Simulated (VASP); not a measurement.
# MgO (Imm2) in VASP: further runs

MgO is run at these levels: PBE; tasks: single point.

Program: VASP 6.6.1. These are calculated values, not measurements. Logs are shortened: lines on timing, memory, paths and dates and some standing lists are left out, and cuts for length are marked.

## Step 1: The cell of the first run

The structure is orthorhombic, space group Imm2 (No. 44). Conventional cell: a = 3.020 Å, b = 4.270 Å, c = 3.020 Å, α = 90.00°, β = 90.00°, γ = 90.00°. Within 2.8 Å of Mg (site symmetry mm2) lie 6 O at 2.08 to 2.19 Å. Within 2.8 Å of O (site symmetry mm2) lie 6 Mg at 2.08 to 2.19 Å.

## Step 2: Single point, PBE (all O atoms moved +0.075 Å, as atom 2 along Cartesian [1 1 0])

Contents of INCAR:

```
  ALGO = Normal
  EDIFF = 1E-6
  ENCUT = 840
  GGA = PE
  GGA_COMPAT = F
  ISIF = 2
  ISMEAR = 0
  LASPH = T
  LCHARG = T
  LELF = T
  LREAL = F
  LVHAR = T
  LWAVE = F
  NBANDS = 15
  NELM = 120
  PREC = Accurate
  SIGMA = 0.05
```

Contents of KPOINTS:

```
k-points
0
Gamma
  10 10 10
```

Contents of POSCAR:

```
MgO
1.0
    0.0000000000      2.1351500000      2.1351500000
    2.1351500000      0.0000000000      2.1351500000
    2.1351500000      2.1351500000      0.0000000000
Mg O
1 1
Direct
    0.0000000000      0.0000000000      0.0000000000
    0.5000000000      0.5000000000      0.5248380716
```

Potentials or basis: VASP PAW PBE potentials, release 64 (Mg_sv, O).

The run is started by

```console
$ cat potpaw_PBE.64/Mg_sv/POTCAR potpaw_PBE.64/O/POTCAR > POTCAR
$ mpirun -np 1 vasp_std > vasp.out
```

OUTCAR:

```text
EDIFF = 1E-6
   ENCUT = 840
   GGA = PE
   ISIF = 2
   ISMEAR = 0
   LASPH = T
   LREAL = F
   NELM = 120
   PREC = Accurate

 ion  position               nearest neighbor table
   1  0.000  0.000  0.000-   2 2.08   2 2.08
   2  0.500  0.500  0.525-   1 2.08   1 2.08

  LATTYP: Found a face centered cubic cell.
 ALAT       =     4.2703000000

  Lattice vectors:

 A1 = (   0.0000000000,   2.1351500000,   2.1351500000)
 A2 = (   2.1351500000,   0.0000000000,   2.1351500000)
 A3 = (   2.1351500000,   2.1351500000,   0.0000000000)

Analysis of symmetry for initial positions (statically):
=====================================================================
 Subroutine PRICEL returns:
 Original cell was already a primitive cell.

 Routine SETGRP: Setting up the symmetry group for a
 face centered cubic supercell.

 Subroutine GETGRP returns: Found  4 space group operations
 (whereof  4 operations were pure point group operations)
 out of a pool of 48 trial point group operations.

The static configuration has the point symmetry C_2v.

Analysis of symmetry for dynamics (positions and initial velocities):
=====================================================================
 Subroutine PRICEL returns:
 Original cell was already a primitive cell.

 Routine SETGRP: Setting up the symmetry group for a
 face centered cubic supercell.

 Subroutine GETGRP returns: Found  4 space group operations
 (whereof  4 operations were pure point group operations)
 out of a pool of 48 trial point group operations.

The dynamic configuration has the point symmetry C_2v.

 Subroutine INISYM returns: Found  4 space group operations
 (whereof  4 operations are pure point group operations),
 and found     1 'primitive' translations

----------------------------------------------------------------------------------------

                                     Primitive cell

  volume of cell :      19.4677

  direct lattice vectors                    reciprocal lattice vectors
     0.000000000  2.135150000  2.135150000    -0.234175585  0.234175585  0.234175585
     2.135150000  0.000000000  2.135150000     0.234175585 -0.234175585  0.234175585
     2.135150000  2.135150000  0.000000000     0.234175585  0.234175585 -0.234175585

  length of vectors
     3.019558088  3.019558088  3.019558088     0.405604011  0.405604011  0.405604011

  position of ions in fractional coordinates (direct lattice)
     0.000000000  0.000000000  0.000000000
     0.500000000  0.500000000  0.524838072

  ion indices of the primitive-cell ions
   primitive index   ion index
                 1           1
[... 86 lines left out ...]
   EMIN   =  10.00;   EMAX   =-10.00  energy-range for DOS
   EFERMI =   0.00;   METHOD = LEGACY
   ISMEAR =     0;   SIGMA  =   0.05  broadening in eV -4-tet -1-fermi 0-gaus
   EFERMI_NEDOS =   21; number of points for ismear=-14 and -15
   IALGO  =     38    algorithm
   IMIX   =      4    mixing-type and parameters
     AMIX     =   0.40;   BMIX     =  1.00
     AMIX_MAG =   1.60;   BMIX_MAG =  1.00
  volume/ion in A,a.u.               =       9.73        65.69
  Fermi-wavevector in a.u.,A,eV,Ry     =   1.533474  2.897846 31.994681  2.351543
  Thomas-Fermi vector in A             =   2.640536
   LORBIT       =      0    0 simple, 1 ext, 2 COOP (PROOUT), +10 PAW based schemes
   GGA     = PE    functional components
   LHFCALC =     F    Hartree Fock is set to
   AEXX    =    0.0000 exact exchange contribution
   IVDW    =     0    specifies the selected vdW correction
   LEPSILON=     F    determine dielectric tensor
   LRPA    =     F    only Hartree local field effects (RPA)
 non-spin polarized calculation
 Gauss-broadening in eV      SIGMA  =   0.05
  energy-cutoff  :      840.00
  volume of cell :       19.47
 maximum number of plane-waves:      1091
 NGX is ok and might be reduce to    30
   NGX = 15   NGY = 15   NGZ = 15

 number of electron      15.9999993 magnetization

 Free energy of the ion-electron system (eV)
  ---------------------------------------------------
  ext. energy  EPLUGINS =         0.00000000
  ---------------------------------------------------
  free energy    TOTEN  =       -11.87145303 eV

  energy without entropy =      -11.87145303  energy(sigma->0) =      -11.87145303

 E-fermi :   2.9870     XC(G=0): -11.1833

 val. band max:        2.6217216954   @ k =   0.0000   0.0000   0.0000
 cond. band min:       6.9702790924   @ k =   0.0000   0.0000   0.0000
 fundamental gap:      4.3485573970
 Fermi energy:         2.9869834202

 k-point     1 :       0.0000    0.0000    0.0000
  band No.  band energies     occupation
      1     -69.7813      2.00000
      2     -36.5118      2.00000
      3     -36.5110      2.00000
      4     -36.5099      2.00000
      5     -14.4212      2.00000
      6       2.6124      2.00000
      7       2.6211      2.00000
      8       2.6217      2.00000
      9       6.9703      0.00000
     10      18.1953      0.00000
     11      18.2172      0.00000
     12      18.2280      0.00000
     13      21.9900      0.00000
     14      23.7437      0.00000
[... 401 lines left out ...]
      2     -36.5711      2.00000
      3     -36.5205      2.00000
      4     -36.5191      2.00000
      5     -13.3991      2.00000
      6      -1.1392      2.00000
      7       1.8570      2.00000
      8       1.9811      2.00000
      9      10.5370      0.00000
     10      14.4272      0.00000
     11      17.7873      0.00000
     12      18.9629      0.00000
     13      22.2508      0.00000
     14      24.5656      0.00000
     15      24.7809      0.00000

 [... further k-points ...]

------------------------ aborting loop because EDIFF is reached ----------------------------------------

  FORCE on cell =-STRESS in cart. coord.  units (eV):
  Direction    XX          YY          ZZ          XY          YZ          ZX
  --------------------------------------------------------------------------------------
  -------------------------------------------------------------------------------------
  Total       -0.1106665     -0.1106665     -0.2153783     -0.0146317      0.0000000      0.0000000
  in kB       -9.1077613     -9.1077613    -17.7254569     -1.2041778      0.0000000      0.0000000
  external PRESSURE =     -11.9803265 kB  Pullay stress =       0.0000000 kB

 VOLUME and BASIS-vectors are now :
 -----------------------------------------------------------------------------
  energy-cutoff  :      840.00
  volume of cell :       19.47
      direct lattice vectors                 reciprocal lattice vectors
     0.000000000  2.135150000  2.135150000    -0.234175585  0.234175585  0.234175585
     2.135150000  0.000000000  2.135150000     0.234175585 -0.234175585  0.234175585
     2.135150000  2.135150000  0.000000000     0.234175585  0.234175585 -0.234175585

 POSITION                                       TOTAL-FORCE (eV/Angst)
 -----------------------------------------------------------------------------------
      0.00000      0.00000      0.00000         0.243801      0.243801      0.000000
      2.18818      2.18818      2.13515        -0.243801     -0.243801      0.000000
 -----------------------------------------------------------------------------------
    total drift:                               -0.000469     -0.000469     -0.000000

  FREE ENERGIE OF THE ION-ELECTRON SYSTEM (eV)
  ---------------------------------------------------
  free  energy   TOTEN  =       -11.8714530268 eV

  energy  without entropy=      -11.8714530268  energy(sigma->0) =      -11.87145303
```

Wall time 2.1 min (1 thread of Intel Xeon Platinum 8259CL at 2.50GHz (Skylake/Cascade Lake), shared host); peak memory 0.23 GiB.

What came out:

```yaml
Free_energy: -11.8715 eV
Pressure: -1.2 GPa
Largest_force: 0.345 eV/Å
Band_gap_on_the_k_mesh: 4.35 eV
```

Forces on the atoms (eV/Å):
```
Mg   0.244  0.244  0.000
O   -0.244 -0.244  0.000
```

Caveat: the cell differs from its parent crystal (all O atoms moved +0.075 Å, as atom 2 along Cartesian [1 1 0]).

## Step 3: Single point, PBE

Contents of INCAR:

```
SYSTEM = MgO
PREC = Accurate
ENCUT = 840
EDIFF = 1E-6
ISMEAR = 0
SIGMA = 0.05
LREAL = .FALSE.
LASPH = .TRUE.
NELM = 120
ALGO = Normal
ISIF = 2
LWAVE = .FALSE.
LCHARG = .FALSE.
GGA = PE
NBANDS = 15
GGA_COMPAT = .FALSE.
```

Contents of KPOINTS:

```
Automatic mesh
0
G
  10 10 10
  0 0 0
```

POSCAR: that of step 2 with these lines changed.

```diff
@@ -9,2 +9,2 @@
     0.0000000000      0.0000000000      0.0000000000
-    0.5000000000      0.5000000000      0.5248380716
+    0.5000000000      0.5000000000      0.5206983930
```

Potentials or basis: VASP PAW PBE potentials, release 64 (Mg_sv, O).

The run is started by

```console
$ cat potpaw_PBE.64/Mg_sv/POTCAR potpaw_PBE.64/O/POTCAR > POTCAR
$ mpirun -np 1 vasp_std > vasp.out
```

It took 70 s on 1 thread of Intel Xeon Platinum 8488C (Sapphire Rapids), shared host; peak memory 0.23 GiB.

The run converged. Its results:

```yaml
Free_energy: -11.8754 eV
Pressure: -1.3 GPa
Largest_force: 0.286 eV/Å
Band_gap_on_the_k_mesh: 4.35 eV
```

Forces on the atoms (eV/Å):
```
Mg   0.203  0.203  0.000
O   -0.203 -0.203  0.000
```

Stress tensor (GPa, compression positive):
```
-1.14 -0.08  0.00
-0.08 -1.14  0.00
 0.00  0.00 -1.74
```

Levels at points of the mesh, in eV from the valence-band top:
```csv
k point,band 4,band 5,band 6,band 7,band 8,band 9,band 10,band 11,band 12,band 13
"(0.00, 0.00, 0.00)",-39.13,-17.04,-0.01,0.00,0.00,4.35,15.57,15.59,15.60,19.37
"(0.50, 0.00, 0.00)",-39.14,-15.84,-4.43,-0.61,-0.60,7.65,12.13,15.91,15.94,20.33
"(0.00, 0.00, 0.50)",-39.14,-15.84,-4.43,-0.62,-0.61,7.66,12.14,15.91,15.92,20.33
"(0.50, 0.50, 0.00)",-39.16,-15.63,-3.89,-1.29,-1.28,9.09,9.54,12.67,18.36,18.41
"(0.00, 0.50, 0.50)",-39.16,-15.63,-3.89,-1.28,-1.28,9.08,9.54,12.68,18.37,18.39
```

Expect the measured gap to be larger: semilocal functionals such as PBE lack the derivative discontinuity.
